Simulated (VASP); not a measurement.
SiO2 (Stishovite), 6 atoms in the cell. It takes space group P4_2/mnm (No. 136, tetragonal). Conventional cell: a = 4.234 Å, b = 4.234 Å, c = 2.692 Å, α = 90.00°, β = 90.00°, γ = 90.00°. Si (site symmetry mmm) has 6 O at 1.77 to 1.84 Å within 2.4 Å. Within 2.4 Å of O (site symmetry m2m) lie 3 Si at 1.77 to 1.84 Å and 1 O at 2.31 Å. 

```yaml
Program: VASP 6.6.1
Task: relaxation of cell and atoms
Functional: PBE
Potentials_or_basis: VASP PAW PBE potentials, release 64 (Si, O)
Cutoff: 600 eV
k_mesh: 6 × 6 × 8
Occupations: gaussian, width 0.02 eV
Spin: no spin polarisation
Dipole_correction: no
Further_INCAR_settings: ALGO = Normal; EDIFF = 1e-06; IBRION = 2; EDIFFG = -0.005; NSW = 100; ISIF = 3
```

Potentials or basis: VASP PAW PBE potentials, release 64 (Si, O).

The run is started by

```console
$ cat potpaw_PBE.64/Si/POTCAR potpaw_PBE.64/O/POTCAR > POTCAR
$ mpirun -np 1 vasp_std > vasp.out
```

Hardware: 1 thread of Intel(R) Xeon(R) Platinum 8488C (Sapphire Rapids) (shared host).

How long does it take, and how much memory?

Run time: 2.2 min on 1 thread of Intel(R) Xeon(R) Platinum 8488C (Sapphire Rapids) (shared host), peak memory 0.19 GiB. Counts: scf iterations 47, k points 50, ion steps 10.
